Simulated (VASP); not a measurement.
A run of VASP 6.6.1:

File INCAR:

```
SYSTEM = Nb2SnTe3
ALGO = Normal ; EDIFF = 1E-7
EDIFFG = -0.04 ; ENCUT = 600
GGA = PE ; IBRION = 2
ISIF = 3 ; ISMEAR = 0
LASPH = .TRUE. ; LCHARG = .FALSE.
LREAL = .FALSE. ; LWAVE = .FALSE.
NELM = 80 ; NSW = 90
PREC = Accurate ; SIGMA = 0.1
```

Contents of KPOINTS:

```
k-points
0
G
  4 4 2
  0 0 0
```

Contents of POSCAR:

```
Nb2SnTe3
1.0
    4.0962484500      0.0000000000      0.0000000000
    0.0000000000      4.0962484500      0.0000000000
    0.0000000000      0.0000000000      8.6962792300
Nb Sn Te
2 1 3
Direct
    0.5000000000      0.5000000000      0.7286009800
    0.0000000000      0.0000000000      0.2702390000
    0.0000000000      0.0000000000      0.6251500200
    0.5000000000      0.0000000000      0.9985610200
    0.0000000000      0.5000000000      0.9985610200
    0.5000000000      0.5000000000      0.3788870000
```

Potentials or basis: VASP PAW PBE potentials, release 64 (Nb_sv, Sn_d, Te).

Run with:

```sh
$ cat potpaw_PBE.64/Nb_sv/POTCAR potpaw_PBE.64/Sn_d/POTCAR potpaw_PBE.64/Te/POTCAR > POTCAR
$ mpirun -np 1 vasp_std > vasp.out
```

Hardware: 1 thread of Intel(R) Xeon(R) 6975P-C (Granite Rapids), with other jobs on the host.

Question: How long does it take, and how much memory?

Answer: Wall time 11 min on 1 thread of Intel(R) Xeon(R) 6975P-C (Granite Rapids), on a shared host, peak memory 0.34 GiB. Counts: scf iterations 227, k points 12, ion steps 19.
